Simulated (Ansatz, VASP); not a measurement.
**One calculation of SrTe, two programs**

```
Sr Te
1.0
     6.71889    0.00000    0.00000
     0.00000   -6.71889    0.00000
     0.00000    0.00000   -6.71889
Sr Te
4 4
Direct
  0.50000 0.00000 0.00000
  0.00000 0.50000 0.00000
  0.00000 0.00000 0.50000
  0.50000 0.50000 0.50000
  0.00000 0.00000 0.00000
  0.50000 0.50000 0.00000
  0.50000 0.00000 0.50000
  0.00000 0.50000 0.50000
```

Alike in both runs: functional PBE; k mesh 6 × 6 × 6; occupations gaussian, width 0.02 eV; no spin polarisation.

Ansatz relaxed the structure, and its values are those at the end. VASP's run is a single point on that final structure, the one shown.

```csv
,VASP,Ansatz
version,VASP 6.6.1,Ansatz 0.2.0
potentials or method,"VASP PAW PBE potentials, release 64 (Sr_sv, Te), cutoff 500 eV","scalar-relativistic, plane waves, PAW"
valence electrons in the cell,64,104
```

|  | VASP | Ansatz | Ansatz less VASP |
| --- | --- | --- | --- |
| gap on the k mesh at the Fermi level (eV) | 1.76 | 1.78 | +0.023 |
| least direct gap on the mesh (eV) | 1.76 | 1.78 | +0.023 |
| pressure (GPa) | 0.1 | 0.0 | -0.08 |

With one functional, cell and mesh, what is left measures potentials, basis and numerics. VASP's potentials hold 64 valence electrons a cell and Ansatz's 104, so a difference there can come from the potentials and not from the codes.

Spin-orbit coupling is off throughout.
